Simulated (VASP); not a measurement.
Write the native input for VASP 6.6.1 that does the following.

```yaml
Task: relaxation of cell and atoms
Functional: PBE
Potentials_or_basis: VASP PAW PBE potentials, release 64 (Si, C)
Cutoff: 600 eV
k_mesh: 18 × 18 × 12
Occupations: gaussian, width 0.1 eV
Spin: no spin polarisation
Dipole_correction: no
Further_INCAR_settings: ALGO = Normal; EDIFF = 1e-07; IBRION = 2; EDIFFG = -0.01; NSW = 100; ISIF = 3
```

The structure of Si2C lies in POSCAR:

```
Si2C
1.0
    2.9669885569      0.0000000000      0.0000000000
   -1.4834942785      2.5694874630      0.0000000000
    0.0000000000      0.0000000000      4.2445539741
Si C
2 1
Direct
    0.6666666667      0.3333333333      0.7752350987
    0.3333333333      0.6666666667      0.2247649013
    0.0000000000      0.0000000000      0.5000000000
```

One way to write it, as run:

INCAR

```
SYSTEM = Si2C
PREC = Accurate ; ENCUT = 600
EDIFF = 1E-7 ; ISMEAR = 0
SIGMA = 0.1 ; LREAL = .False.
LASPH = .True. ; NELM = 80
ALGO = Normal ; ISIF = 3
LWAVE = .False. ; LCHARG = .False.
GGA = PE ; IBRION = 2
NSW = 100 ; EDIFFG = -0.01
```

KPOINTS

```
regular mesh
0
Gamma
  18 18 12
  0 0 0
```

Potentials or basis: VASP PAW PBE potentials, release 64 (Si, C).

The run is started by

```sh
$ cat potpaw_PBE.64/Si/POTCAR potpaw_PBE.64/C/POTCAR > POTCAR
$ mpirun -np 1 vasp_std > vasp.out
```

It gave:

```
Relaxed volume                        : 10.79 Å³/atom
Relaxed cell                          : a = 2.962 Å, b = 2.962 Å, c = 4.261 Å, α = 90.00°, β = 90.00°, γ = 120.00°
Space group after relaxing (to 0.1 Å) : P-3m1 (No. 164)
Energy gained by relaxing             : 0.2 meV/atom
Ionic steps                           : 5
Pressure after relaxing               : 0.0 GPa
Band gap on the k mesh                : zero (bands 6 and 7 overlap by 6.11 eV)
```

Run time: 5.7 min on 1 thread of Intel Xeon 8259CL, with other jobs on the host, peak memory 0.28 GiB.
